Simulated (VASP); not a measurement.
# TlBH (P6_3/mmc) in VASP: further runs

The runs below take TlBH through single point, relaxation of cell and atoms, with PBE.

Program: VASP 6.6.1. These are calculated values, not measurements. Logs are shortened: lines on timing, memory, paths and dates and some standing lists are left out, and cuts for length are marked.

## Step 1: The cell of the first run

The structure is hexagonal, space group P6_3/mmc (No. 194). The conventional cell has a = 3.760 Å, b = 3.760 Å, c = 6.625 Å, α = 90.00°, β = 90.00°, γ = 120.00°. Within 2.9 Å of Tl (site symmetry -6m2) lie 3 H at 2.17 Å and 6 B at 2.73 Å. Within 3.6 Å of B (site symmetry -3m) lie 6 Tl at 2.73 Å and 6 H at 2.73 Å and 2 B at 3.31 Å. H (site symmetry -6m2) has 3 Tl at 2.17 Å and 6 B at 2.73 Å within 2.9 Å.

The cell was built from a structure type or drawn by symmetry, and may not be a known phase.

## Step 2: Single point, PBE

The input, INCAR:

```
PREC = Accurate
ENCUT = 520
EDIFF = 1E-6
ISMEAR = 0
SIGMA = 0.1
LREAL = F
LASPH = T
NELM = 100
ALGO = Normal
ISIF = 2
LWAVE = F
LCHARG = T
GGA = PE
LELF = T
LVHAR = T
NBANDS = 26
```

The input, KPOINTS:

```
regular mesh
0
Gamma
  12 12 6
```

The input, POSCAR:

```
TlBH
1.0
    3.7598689006      0.0000000000      0.0000000000
   -1.8799344503      3.2561419828      0.0000000000
    0.0000000000      0.0000000000      6.6249627938
Tl B H
2 2 2
Direct
    0.3333333333      0.6666666667      0.2500000000
    0.6666666667      0.3333333333      0.7500000000
    0.0000000000      0.0000000000      0.0000000000
    0.0000000000      0.0000000000      0.5000000000
    0.3333333333      0.6666666667      0.7500000000
    0.6666666667      0.3333333333      0.2500000000
```

Potentials or basis: VASP PAW PBE potentials, release 64 (Tl_d, B, H).

On the command line:

```
$ cat potpaw_PBE.64/Tl_d/POTCAR potpaw_PBE.64/B/POTCAR potpaw_PBE.64/H/POTCAR > POTCAR
$ mpirun -np 1 vasp_std > vasp.out
```

OUTCAR:

```text
PREC = Accurate
   ENCUT = 520
   EDIFF = 1E-6
   ISMEAR = 0
   LREAL = F
   LASPH = T
   NELM = 100
   ISIF = 2
   GGA = PE

 ion  position               nearest neighbor table
   1  0.333  0.667  0.250-   6 2.17   6 2.17   6 2.17   3 2.73   4 2.73   4 2.73   3 2.73   4 2.73
                             3 2.73   2 3.96   2 3.96   2 3.96   2 3.96   2 3.96   2 3.96
   2  0.667  0.333  0.750-   5 2.17   5 2.17   5 2.17   3 2.73   4 2.73   3 2.73   4 2.73   3 2.73
                             4 2.73   1 3.96   1 3.96   1 3.96   1 3.96   1 3.96   1 3.96
   3  0.000  0.000  0.000-   1 2.73   2 2.73   1 2.73   2 2.73   2 2.73   1 2.73
   4  0.000  0.000  0.500-   1 2.73   2 2.73   1 2.73   2 2.73   2 2.73   1 2.73
   5  0.333  0.667  0.750-   2 2.17   2 2.17   2 2.17
   6  0.667  0.333  0.250-   1 2.17   1 2.17   1 2.17

  LATTYP: Found a hexagonal cell.
 ALAT       =     3.7598689006
 C/A-ratio  =     1.7620196259

  Lattice vectors:

 A1 = (   3.7598689006,   0.0000000000,   0.0000000000)
 A2 = (  -1.8799344503,   3.2561419828,   0.0000000000)
 A3 = (   0.0000000000,   0.0000000000,   6.6249627938)

Analysis of symmetry for initial positions (statically):
=====================================================================
 Subroutine PRICEL returns:
 Original cell was already a primitive cell.

 Routine SETGRP: Setting up the symmetry group for a
 hexagonal supercell.

 Subroutine GETGRP returns: Found 24 space group operations
 (whereof 12 operations were pure point group operations)
 out of a pool of 24 trial point group operations.

The static configuration has the point symmetry D_3d.
 The point group associated with its full space group is D_6h.

Analysis of symmetry for dynamics (positions and initial velocities):
=====================================================================
 Subroutine PRICEL returns:
 Original cell was already a primitive cell.

 Routine SETGRP: Setting up the symmetry group for a
 hexagonal supercell.

 Subroutine GETGRP returns: Found 24 space group operations
 (whereof 12 operations were pure point group operations)
 out of a pool of 24 trial point group operations.

The dynamic configuration has the point symmetry D_3d.
 The point group associated with its full space group is D_6h.

 Subroutine INISYM returns: Found 24 space group operations
 (whereof 12 operations are pure point group operations),
 and found     1 'primitive' translations

----------------------------------------------------------------------------------------

                                     Primitive cell

  volume of cell :      81.1072

  direct lattice vectors                    reciprocal lattice vectors
     3.759868901  0.000000000  0.000000000     0.265966720  0.153555958  0.000000000
    -1.879934450  3.256141983  0.000000000     0.000000000  0.307111915  0.000000000
     0.000000000  0.000000000  6.624962794     0.000000000  0.000000000  0.150944244

  length of vectors
     3.759868901  3.759868901  6.624962794     0.307111915  0.307111915  0.150944244

  position of ions in fractional coordinates (direct lattice)
     0.333333333  0.666666667  0.250000000
     0.666666667  0.333333333  0.750000000
     0.000000000  0.000000000  0.000000000
     0.000000000  0.000000000  0.500000000
     0.333333333  0.666666667  0.750000000
     0.666666667  0.333333333  0.250000000

  ion indices of the primitive-cell ions
   primitive index   ion index
                 1           1
                 2           2
                 3           3
                 4           4
                 5           5
                 6           6

----------------------------------------------------------------------------------------

 KPOINTS: regular mesh

Automatic generation of k-mesh.
 Grid dimensions read from file:
 generate k-points for:   12   12    6

 Generating k-lattice:

  Cartesian coordinates                     Fractional coordinates (reciprocal lattice)
     0.022163893  0.012796330  0.000000000     0.083333333  0.000000000  0.000000000
     0.000000000  0.025592660  0.000000000     0.000000000  0.083333333  0.000000000
     0.000000000  0.000000000  0.025157374     0.000000000  0.000000000  0.166666667

  Length of vectors
     0.025592660  0.025592660  0.025157374

  Shift w.r.t. Gamma in fractional coordinates (k-lattice)
     0.000000000  0.000000000  0.000000000

 Subroutine IBZKPT returns following result:
 ===========================================

 Found     76 irreducible k-points:

 Following reciprocal coordinates:
            Coordinates               Weight
  0.000000  0.000000  0.000000      1.000000
  0.083333 -0.000000  0.000000      6.000000
  0.166667  0.000000  0.000000      6.000000
  0.250000 -0.000000  0.000000      6.000000
  0.333333  0.000000  0.000000      6.000000
  0.416667 -0.000000  0.000000      6.000000
[... 16 lines left out ...]
  0.250000 -0.000000  0.166667     12.000000
  0.333333  0.000000  0.166667     12.000000
 [... further k-points ...]
   k-points           NKPTS =     76   k-points in BZ     NKDIM =     76   number of bands    NBANDS=     26
   number of dos      NEDOS =    301   number of ions     NIONS =      6
   total plane-waves  NPLWV =  39200
   dimension x,y,z NGX =    28 NGY =   28 NGZ =   50
   dimension x,y,z NGXF=    56 NGYF=   56 NGZF=  100
   ions per type =               2   2   2
   NGX,Y,Z   is equivalent  to a cutoff of  12.38, 12.38, 12.55 a.u.
   NGXF,Y,Z  is equivalent  to a cutoff of  24.76, 24.76, 25.09 a.u.
 SYSTEM =  unknown system
   PREC   = accura    normal or accurate (medium, high low for compatibility)
   ISTART =      0    job   : 0-new  1-cont  2-samecut
   ICHARG =      2    charge: 1-file 2-atom 10-const
   ISPIN  =      1    spin polarized calculation?
   LNONCOLLINEAR =      F non collinear calculations
   LSORBIT =      F    spin-orbit coupling
   LASPH  =      T    aspherical Exc in radial PAW
   ENCUT  =  520.0 eV  38.22 Ry    6.18 a.u.   6.99  6.99 12.32*2*pi/ulx,y,z
   NELM   =    100;   NELMIN=  2; NELMDL= -5     # of ELM steps
   EDIFF  = 0.1E-05   stopping-criterion for ELM
   LREAL  =      F    real-space projection
   EDIFFG = 0.1E-04   stopping-criterion for IOM
   NSW    =      0    number of steps for IOM
   IBRION =     -1    ionic relax: 0-MD 1-quasi-New 2-CG
   NFREE  =      0    steps in history (QN), initial steepest desc. (CG)
   ISIF   =      2    stress and relaxation
   ISYM   =      2    0-nonsym 1-usesym 2-fastsym
   POTIM  = 0.5000    time-step for ionic-motion
   TEBEG  =    0.0;   TEEND  =   0.0 temperature during run
   PSTRESS=    0.0 pullay stress
   NELECT =      34.0000    total number of electrons
   NUPDOWN=      -1.0000    fix difference up-down
   EMIN   =  10.00;   EMAX   =-10.00  energy-range for DOS
   EFERMI =   0.00;   METHOD = LEGACY
   ISMEAR =     0;   SIGMA  =   0.10  broadening in eV -4-tet -1-fermi 0-gaus
   EFERMI_NEDOS =   21; number of points for ismear=-14 and -15
   IALGO  =     38    algorithm
   IMIX   =      4    mixing-type and parameters
     AMIX     =   0.40;   BMIX     =  1.00
     AMIX_MAG =   1.60;   BMIX_MAG =  1.00
  volume/ion in A,a.u.               =      13.52        91.22
  Fermi-wavevector in a.u.,A,eV,Ry     =   1.225222  2.315333 20.424630  1.501168
  Thomas-Fermi vector in A             =   2.360267
   LORBIT       =      0    0 simple, 1 ext, 2 COOP (PROOUT), +10 PAW based schemes
   GGA     = PE    functional components
   LHFCALC =     F    Hartree Fock is set to
   AEXX    =    0.0000 exact exchange contribution
   IVDW    =     0    specifies the selected vdW correction
   LEPSILON=     F    determine dielectric tensor
   LRPA    =     F    only Hartree local field effects (RPA)
 non-spin polarized calculation
 Gauss-broadening in eV      SIGMA  =   0.10
  energy-cutoff  :      520.00
  volume of cell :       81.11
 maximum number of plane-waves:      2211
 NGX is ok and might be reduce to    28
   NGX = 13   NGY = 13   NGZ = 25

 number of electron      34.0000007 magnetization

 Free energy of the ion-electron system (eV)
  ---------------------------------------------------
  ext. energy  EPLUGINS =         0.00000000
  ---------------------------------------------------
  free energy    TOTEN  =       -15.15922294 eV

  energy without entropy =      -15.14612312  energy(sigma->0) =      -15.15267303

 E-fermi :   5.5536     XC(G=0): -10.5997

 val. band max:        5.5446770976   @ k =   0.1667   0.0833   0.5000
 cond. band min:       5.5637901592   @ k =   0.3333   0.0000   0.3333
 fundamental gap:      0.0191130616
 Fermi energy:         5.5535984549

 k-point     1 :       0.0000    0.0000    0.0000
  band No.  band energies     occupation
      1      -6.0217      2.00000
      2      -6.0052      2.00000
      3      -5.7241      2.00000
      4      -5.7241      2.00000
      5      -5.6706      2.00000
      6      -5.6706      2.00000
[... 18 lines left out ...]
     25      11.4922      0.00000
     26      13.8988      0.00000

 k-point     2 :       0.0833   -0.0000    0.0000
  band No.  band energies     occupation
      1      -5.9921      2.00000
      2      -5.9389      2.00000
      3      -5.7386      2.00000
      4      -5.7038      2.00000
      5      -5.6786      2.00000
      6      -5.6526      2.00000
[... 18 lines left out ...]
     25      12.7105      0.00000
     26      13.8118      0.00000

 k-point     3 :       0.1667    0.0000    0.0000
  band No.  band energies     occupation
      1      -5.9403      2.00000
      2      -5.8327      2.00000
      3      -5.7518      2.00000
      4      -5.6712      2.00000
      5      -5.6519      2.00000
      6      -5.6478      2.00000
[... 572 lines left out ...]
 k-point    23 :       0.2500   -0.0000    0.1667
  band No.  band energies     occupation
      1      -5.9503      2.00000
      2      -5.8686      2.00000
      3      -5.7569      2.00000
      4      -5.6802      2.00000
      5      -5.6242      2.00000
      6      -5.6205      2.00000
[... 18 lines left out ...]
     25      13.5805      0.00000
     26      13.9229      0.00000

 k-point    24 :       0.3333    0.0000    0.1667
  band No.  band energies     occupation
      1      -6.0089      2.00000
      2      -5.9368      2.00000
      3      -5.8413      2.00000
      4      -5.6732      2.00000
      5      -5.6469      2.00000
      6      -5.5710      2.00000
[... 18 lines left out ...]
     25      14.1434      0.00000
     26      14.5604      0.00000

 [... further k-points ...]

------------------------ aborting loop because EDIFF is reached ----------------------------------------

  FORCE on cell =-STRESS in cart. coord.  units (eV):
  Direction    XX          YY          ZZ          XY          YZ          ZX
  --------------------------------------------------------------------------------------
  -------------------------------------------------------------------------------------
  Total       -0.0252287     -0.0252287     -0.0508027      0.0000000      0.0000000      0.0000000
  in kB       -0.4983624     -0.4983624     -1.0035467      0.0000000      0.0000000      0.0000000
  external PRESSURE =      -0.6667572 kB  Pullay stress =       0.0000000 kB

 VOLUME and BASIS-vectors are now :
 -----------------------------------------------------------------------------
  energy-cutoff  :      520.00
  volume of cell :       81.11
      direct lattice vectors                 reciprocal lattice vectors
     3.759868901  0.000000000  0.000000000     0.265966720  0.153555958  0.000000000
    -1.879934450  3.256141983  0.000000000     0.000000000  0.307111915  0.000000000
     0.000000000  0.000000000  6.624962794     0.000000000  0.000000000  0.150944244

 POSITION                                       TOTAL-FORCE (eV/Angst)
 -----------------------------------------------------------------------------------
     -0.00000      2.17076      1.65624        -0.000000      0.000000      0.000000
      1.87993      1.08538      4.96872         0.000000     -0.000000      0.000000
      0.00000      0.00000      0.00000         0.000000      0.000000      0.000000
      0.00000      0.00000      3.31248         0.000000      0.000000      0.000000
     -0.00000      2.17076      4.96872         0.000000      0.000000      0.000000
      1.87993      1.08538      1.65624         0.000000     -0.000000      0.000000
 -----------------------------------------------------------------------------------
    total drift:                               -0.000000      0.000000      0.000000

  FREE ENERGIE OF THE ION-ELECTRON SYSTEM (eV)
  ---------------------------------------------------
  free  energy   TOTEN  =       -15.1592229366 eV

  energy  without entropy=      -15.1461231186  energy(sigma->0) =      -15.15267303
```

It took 51 s on 1 thread of Intel Xeon 6975P-C (Granite Rapids), shared host; peak memory 0.28 GiB.

What came out:

```
Free energy            : -15.1592 eV
Pressure               : -0.1 GPa
Band gap on the k mesh : zero (bands 17 and 18 overlap by 3.23 eV)
```

Levels at points of the mesh, in eV from the Fermi level:
```csv
k point,band 13,band 14,band 15,band 16,band 17,band 18,band 19,band 20,band 21,band 22
"(0.00, 0.00, 0.00)",-7.00,-1.03,0.90,1.19,1.32,1.32,2.12,2.12,4.94,5.12
"(0.50, 0.00, 0.00)",-4.89,-4.44,-4.20,-2.40,-0.81,-0.49,1.69,1.90,2.66,4.57
"(0.00, 0.00, 0.50)",-3.66,-3.66,0.98,0.98,1.64,1.64,1.64,1.64,4.83,4.83
"(0.50, 0.00, 0.50)",-6.47,-6.47,-1.63,-1.63,0.17,0.17,0.89,0.89,1.61,1.61
```

Caveat: spin-orbit coupling is left out, which moves the levels of the heavy elements.

(Continued in part 2 of 2.)
